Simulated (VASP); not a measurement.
# BaTe in VASP: further runs

Runs on BaTe. Level: PBEsol. Tasks: relaxation of cell and atoms, single point.

Everything below comes from runs of VASP 6.6.1. Logs are shortened: lines on timing, memory, paths and dates and some standing lists are left out, and cuts for length are marked.

### 1 The cell of the first run

It takes space group P4/mmm (No. 123, tetragonal). Conventional cell: a = 4.156 Å, b = 4.156 Å, c = 4.177 Å, α = 90.00°, β = 90.00°, γ = 90.00°. Within 4.7 Å of Ba (site symmetry 4/mmm) lie 8 Te at 3.61 Å and 6 Ba at 4.16 to 4.18 Å. Within 4.7 Å of Te (site symmetry 4/mmm) lie 8 Ba at 3.61 Å and 6 Te at 4.16 to 4.18 Å.

### 2 Relaxation of cell and atoms, PBEsol

File INCAR:

```
SYSTEM = BaTe
  ALGO = Normal
  EDIFF = 1E-6
  EDIFFG = -0.01
  ENCUT = 600
  GGA = PS
  IBRION = 2
  ISIF = 3
  ISMEAR = 0
  LASPH = .True.
  LCHARG = .False.
  LREAL = .False.
  LWAVE = .False.
  NELM = 100
  NSW = 50
  PREC = Accurate
  SIGMA = 0.05
```

File KPOINTS:

```
k-points
0
Gamma
  6 6 8
  0 0 0
```

File POSCAR:

```
BaTe
1.0
    5.8774855334      0.0000000000      0.0000000000
    0.0000000000      5.8774855334      0.0000000000
    0.0000000000      0.0000000000      4.1770960813
Ba Te
2 2
Direct
    0.5000000000      0.0000000000      0.5000090223
    0.0000000000      0.5000000000      0.4999909777
    0.0000000000      0.0000000000      0.0000000000
    0.5000000000      0.5000000000      0.0000000000
```

Potentials or basis: VASP PAW PBE potentials, release 64 (Ba_sv, Te).

Launch:

```
$ cat potpaw_PBE.64/Ba_sv/POTCAR potpaw_PBE.64/Te/POTCAR > POTCAR
$ mpirun -np 1 vasp_std > vasp.out
```

OUTCAR:

```text
SYSTEM = BaTe
   EDIFF = 1E-6
   EDIFFG = -0.01
   ENCUT = 600
   GGA = PS
   IBRION = 2
   ISIF = 3
   ISMEAR = 0
   LASPH = .True.
   LREAL = .False.
   NELM = 100
   NSW = 50
   PREC = Accurate

 ion  position               nearest neighbor table
   1  0.500  0.000  0.500-   3 3.61   4 3.61   4 3.61   3 3.61   3 3.61   4 3.61   4 3.61   3 3.61
                             2 4.16   2 4.16   2 4.16   2 4.16
   2  0.000  0.500  0.500-   3 3.61   4 3.61   3 3.61   4 3.61   3 3.61   3 3.61   4 3.61   4 3.61
                             1 4.16   1 4.16   1 4.16   1 4.16
   3  0.000  0.000  0.000-   1 3.61   2 3.61   2 3.61   1 3.61   1 3.61   2 3.61   1 3.61   2 3.61

   4  0.500  0.500  0.000-   1 3.61   2 3.61   1 3.61   2 3.61   1 3.61   1 3.61   2 3.61   2 3.61

  LATTYP: Found a simple tetragonal cell.
 ALAT       =     5.8774855334
 C/A-ratio  =     0.7106944045

  Lattice vectors:

 A1 = (   5.8774855334,   0.0000000000,   0.0000000000)
 A2 = (   0.0000000000,   5.8774855334,   0.0000000000)
 A3 = (   0.0000000000,   0.0000000000,   4.1770960813)

Analysis of symmetry for initial positions (statically):
=====================================================================
 Subroutine PRICEL returns:
 Original cell was already a primitive cell.

 Routine SETGRP: Setting up the symmetry group for a
 simple tetragonal supercell.

 Subroutine GETGRP returns: Found 16 space group operations
 (whereof  8 operations were pure point group operations)
 out of a pool of 16 trial point group operations.

The static configuration has the point symmetry D_2d.
 The point group associated with its full space group is D_4h.

Analysis of symmetry for dynamics (positions and initial velocities):
=====================================================================
 Subroutine PRICEL returns:
 Original cell was already a primitive cell.

 Routine SETGRP: Setting up the symmetry group for a
 simple tetragonal supercell.

 Subroutine GETGRP returns: Found 16 space group operations
 (whereof  8 operations were pure point group operations)
 out of a pool of 16 trial point group operations.

The dynamic configuration has the point symmetry D_2d.
 The point group associated with its full space group is D_4h.

 Subroutine INISYM returns: Found 16 space group operations
 (whereof  8 operations are pure point group operations),
 and found     1 'primitive' translations

----------------------------------------------------------------------------------------

                                     Primitive cell

  volume of cell :     144.2971

  direct lattice vectors                    reciprocal lattice vectors
     5.877485533  0.000000000  0.000000000     0.170140785  0.000000000  0.000000000
     0.000000000  5.877485533  0.000000000     0.000000000  0.170140785  0.000000000
     0.000000000  0.000000000  4.177096081     0.000000000  0.000000000  0.239400766

  length of vectors
     5.877485533  5.877485533  4.177096081     0.170140785  0.170140785  0.239400766

  position of ions in fractional coordinates (direct lattice)
     0.500000000  0.000000000  0.500009022
     0.000000000  0.500000000  0.499990978
     0.000000000  0.000000000  0.000000000
     0.500000000  0.500000000  0.000000000

  ion indices of the primitive-cell ions
   primitive index   ion index
                 1           1
                 2           2
                 3           3
                 4           4

----------------------------------------------------------------------------------------

 KPOINTS: k-points

Automatic generation of k-mesh.
 Grid dimensions read from file:
 generate k-points for:    6    6    8

 Generating k-lattice:

  Cartesian coordinates                     Fractional coordinates (reciprocal lattice)
     0.028356797  0.000000000  0.000000000     0.166666667  0.000000000  0.000000000
     0.000000000  0.028356797  0.000000000     0.000000000  0.166666667  0.000000000
     0.000000000  0.000000000  0.029925096     0.000000000  0.000000000  0.125000000

  Length of vectors
     0.028356797  0.028356797  0.029925096

  Shift w.r.t. Gamma in fractional coordinates (k-lattice)
     0.000000000  0.000000000  0.000000000

 Subroutine IBZKPT returns following result:
 ===========================================

 Found     50 irreducible k-points:

 Following reciprocal coordinates:
            Coordinates               Weight
  0.000000  0.000000  0.000000      1.000000
  0.166667  0.000000  0.000000      4.000000
  0.333333  0.000000  0.000000      4.000000
  0.500000  0.000000  0.000000      2.000000
  0.166667  0.166667  0.000000      4.000000
  0.333333  0.166667  0.000000      8.000000
[... 16 lines left out ...]
  0.333333  0.000000  0.250000      8.000000
  0.500000  0.000000  0.250000      4.000000
 [... further k-points ...]
   k-points           NKPTS =     50   k-points in BZ     NKDIM =     50   number of bands    NBANDS=     20
   number of dos      NEDOS =    301   number of ions     NIONS =      4
   total plane-waves  NPLWV =  82944
   dimension x,y,z NGX =    48 NGY =   48 NGZ =   36
   dimension x,y,z NGXF=    96 NGYF=   96 NGZF=   72
   ions per type =               2   2
   NGX,Y,Z   is equivalent  to a cutoff of  13.58, 13.58, 14.33 a.u.
   NGXF,Y,Z  is equivalent  to a cutoff of  27.15, 27.15, 28.66 a.u.
 SYSTEM =  BaTe
   PREC   = accura    normal or accurate (medium, high low for compatibility)
   ISTART =      0    job   : 0-new  1-cont  2-samecut
   ICHARG =      2    charge: 1-file 2-atom 10-const
   ISPIN  =      1    spin polarized calculation?
   LNONCOLLINEAR =      F non collinear calculations
   LSORBIT =      F    spin-orbit coupling
   LASPH  =      T    aspherical Exc in radial PAW
   ENCUT  =  600.0 eV  44.10 Ry    6.64 a.u.  11.74 11.74  8.34*2*pi/ulx,y,z
   NELM   =    100;   NELMIN=  2; NELMDL= -5     # of ELM steps
   EDIFF  = 0.1E-05   stopping-criterion for ELM
   LREAL  =      F    real-space projection
   EDIFFG = -.1E-01   stopping-criterion for IOM
   NSW    =     50    number of steps for IOM
   IBRION =      2    ionic relax: 0-MD 1-quasi-New 2-CG
   NFREE  =      1    steps in history (QN), initial steepest desc. (CG)
   ISIF   =      3    stress and relaxation
   ISYM   =      2    0-nonsym 1-usesym 2-fastsym
   POTIM  = 0.5000    time-step for ionic-motion
   TEBEG  =    0.0;   TEEND  =   0.0 temperature during run
   PSTRESS=    0.0 pullay stress
   NELECT =      32.0000    total number of electrons
   NUPDOWN=      -1.0000    fix difference up-down
   EMIN   =  10.00;   EMAX   =-10.00  energy-range for DOS
   EFERMI =   0.00;   METHOD = LEGACY
   ISMEAR =     0;   SIGMA  =   0.05  broadening in eV -4-tet -1-fermi 0-gaus
   EFERMI_NEDOS =   21; number of points for ismear=-14 and -15
   IALGO  =     38    algorithm
   IMIX   =      4    mixing-type and parameters
     AMIX     =   0.40;   BMIX     =  1.00
     AMIX_MAG =   1.60;   BMIX_MAG =  1.00
  volume/ion in A,a.u.               =      36.07       243.44
  Fermi-wavevector in a.u.,A,eV,Ry     =   0.990921  1.872569 13.359888  0.981924
  Thomas-Fermi vector in A             =   2.122625
   LORBIT       =      0    0 simple, 1 ext, 2 COOP (PROOUT), +10 PAW based schemes
   GGA     = PS    functional components
   LHFCALC =     F    Hartree Fock is set to
   AEXX    =    0.0000 exact exchange contribution
   IVDW    =     0    specifies the selected vdW correction
   LEPSILON=     F    determine dielectric tensor
   LRPA    =     F    only Hartree local field effects (RPA)
 conjugate gradient relaxation of ions
 non-spin polarized calculation
 Gauss-broadening in eV      SIGMA  =   0.05
  energy-cutoff  :      600.00
  volume of cell :      144.30
 maximum number of plane-waves:      4853
 NGX is ok and might be reduce to    48
   NGX = 23   NGY = 23   NGZ = 17

--------------------------------------- Ionic step        1  -------------------------------------------

 number of electron      31.9999999 magnetization

 Free energy of the ion-electron system (eV)
  ---------------------------------------------------
  ext. energy  EPLUGINS =         0.00000000
  ---------------------------------------------------
  free energy    TOTEN  =       -17.87177592 eV

  energy without entropy =      -17.87177592  energy(sigma->0) =      -17.87177592

------------------------ aborting loop because EDIFF is reached ----------------------------------------

  FORCE on cell =-STRESS in cart. coord.  units (eV):
  Direction    XX          YY          ZZ          XY          YZ          ZX
  --------------------------------------------------------------------------------------
  -------------------------------------------------------------------------------------
  Total        0.6121850      0.6121850      0.2857900      0.0000000      0.0000000      0.0000000
  in kB        6.7972880      6.7972880      3.1732190      0.0000000      0.0000000      0.0000000
  external PRESSURE =       5.5892650 kB  Pullay stress =       0.0000000 kB

 VOLUME and BASIS-vectors are now :
 -----------------------------------------------------------------------------
  energy-cutoff  :      600.00
  volume of cell :      144.30
      direct lattice vectors                 reciprocal lattice vectors
     5.877485533  0.000000000  0.000000000     0.170140785  0.000000000  0.000000000
     0.000000000  5.877485533  0.000000000     0.000000000  0.170140785  0.000000000
     0.000000000  0.000000000  4.177096081     0.000000000  0.000000000  0.239400766
[... 115 lines left out ...]
 POSITION                                       TOTAL-FORCE (eV/Angst)
 -----------------------------------------------------------------------------------
      2.95755      0.00000      2.09482         0.000000      0.000000     -0.000011
      0.00000      2.95755      2.09475        -0.000000      0.000000      0.000011
      5.91509      0.00000      0.00000        -0.000000     -0.000000      0.000000
      2.95755      2.95755      0.00000         0.000000      0.000000      0.000000
 -----------------------------------------------------------------------------------
    total drift:                               -0.000000      0.000000      0.000000

  FREE ENERGIE OF THE ION-ELECTRON SYSTEM (eV)
  ---------------------------------------------------
  free  energy   TOTEN  =       -17.8760095467 eV

  energy  without entropy=      -17.8760095467  energy(sigma->0) =      -17.87600955

--------------------------------------- Ionic step        5  -------------------------------------------

 number of electron      32.0000000 magnetization

 Free energy of the ion-electron system (eV)
  ---------------------------------------------------
  ext. energy  EPLUGINS =         0.00000000
  ---------------------------------------------------
  free energy    TOTEN  =       -17.87606128 eV

  energy without entropy =      -17.87606128  energy(sigma->0) =      -17.87606128

 E-fermi :   4.3520     XC(G=0):  -9.1671

 val. band max:        4.1136619844   @ k =   0.5000   0.5000   0.5000
 cond. band min:       4.6819897946   @ k =   0.0000   0.0000   0.0000
 fundamental gap:      0.5683278102
 Fermi energy:         4.3519930560

 k-point     1 :       0.0000    0.0000    0.0000
  band No.  band energies     occupation
      1     -23.8819      2.00000
      2     -23.8154      2.00000
      3      -9.3246      2.00000
      4      -9.3246      2.00000
      5      -8.8940      2.00000
      6      -8.8936      2.00000
[... 12 lines left out ...]
     19       4.9487      0.00000
     20       6.6324      0.00000
[... 507 lines left out ...]
 k-point    24 :       0.5000    0.0000    0.2500
  band No.  band energies     occupation
      1     -23.8323      2.00000
      2     -23.8323      2.00000
      3      -9.2055      2.00000
      4      -9.2055      2.00000
      5      -9.0733      2.00000
      6      -9.0733      2.00000
[... 12 lines left out ...]
     19       6.7561      0.00000
     20       6.7561      0.00000

 [... further k-points ...]
[... 5 lines left out ...]
  --------------------------------------------------------------------------------------
  -------------------------------------------------------------------------------------
  Total       -0.0015839     -0.0015839     -0.0169549      0.0000000      0.0000000      0.0000000
  in kB       -0.0173183     -0.0173183     -0.1853819      0.0000000      0.0000000      0.0000000
  external PRESSURE =      -0.0733395 kB  Pullay stress =       0.0000000 kB

 VOLUME and BASIS-vectors are now :
 -----------------------------------------------------------------------------
  energy-cutoff  :      600.00
  volume of cell :      146.53
      direct lattice vectors                 reciprocal lattice vectors
     5.916847308  0.000000000  0.000000000     0.169008925  0.000000000  0.000000000
     0.000000000  5.916847308  0.000000000     0.000000000  0.169008925  0.000000000
     0.000000000  0.000000000  4.185600647     0.000000000 -0.000000000  0.238914336

 POSITION                                       TOTAL-FORCE (eV/Angst)
 -----------------------------------------------------------------------------------
      2.95842      0.00000      2.09284         0.000000      0.000000     -0.000011
      5.91685      2.95842      2.09276        -0.000000     -0.000000      0.000011
      0.00000      0.00000      0.00000         0.000000      0.000000      0.000000
      2.95842      2.95842      0.00000         0.000000     -0.000000      0.000000
 -----------------------------------------------------------------------------------
    total drift:                                0.000000     -0.000000     -0.000000

  FREE ENERGIE OF THE ION-ELECTRON SYSTEM (eV)
  ---------------------------------------------------
  free  energy   TOTEN  =       -17.8760612751 eV

  energy  without entropy=      -17.8760612751  energy(sigma->0) =      -17.87606128

 reached required accuracy - stopping structural energy minimisation
```

Run time: 5.5 min. Hardware: 1 thread of Intel Xeon Platinum 8259CL at 2.50GHz (Skylake/Cascade Lake), shared host; peak memory 0.4 GiB.

Results:

```yaml
Free_energy: -17.8761 eV
Relaxed_volume: 36.63 Å³/atom
Relaxed_cell: a = 5.917 Å, b = 5.917 Å, c = 4.186 Å, α = 90.00°, β = 90.00°, γ = 90.00°
Space_group_after_relaxing_to_0.05_Å: Pm-3m (No. 221)
Energy_gained_by_relaxing: 1.1 meV/atom
Ionic_steps: 5
Pressure_after_relaxing: 0.0 GPa
Band_gap_on_the_k_mesh: 0.57 eV
```

The path:
```csv
step,energy change (eV),largest force (eV/Å),pressure (GPa),volume (Å³)
1,0.0000,0.0000,0.56,144.30
2,-0.0041,0.0000,-0.11,146.94
3,-0.0042,0.0000,-0.01,146.54
4,-0.0042,0.0000,-0.02,146.59
5,-0.0043,0.0000,-0.01,146.53
```

Final structure:
```yaml
crystal:
  lattice:
    - [5.91685, 0.00000, 0.00000]
    - [0.00000, 5.91685, 0.00000]
    - [0.00000, 0.00000, 4.18560]
  atoms:
    - { symbol: Ba, position: [0.50000, 0.00000, 0.50001] }
    - { symbol: Ba, position: [0.00000, 0.50000, 0.49999] }
    - { symbol: Te, position: [0.00000, 0.00000, 0.00000] }
    - { symbol: Te, position: [0.50000, 0.50000, 0.00000] }
```

Caveat: the PAW data sets were made with another functional, which shifts forces and pressure a little; spin-orbit coupling is left out, which moves the levels of the heavy elements. A k mesh can miss the band edges.

(Continued in part 2 of 2.)
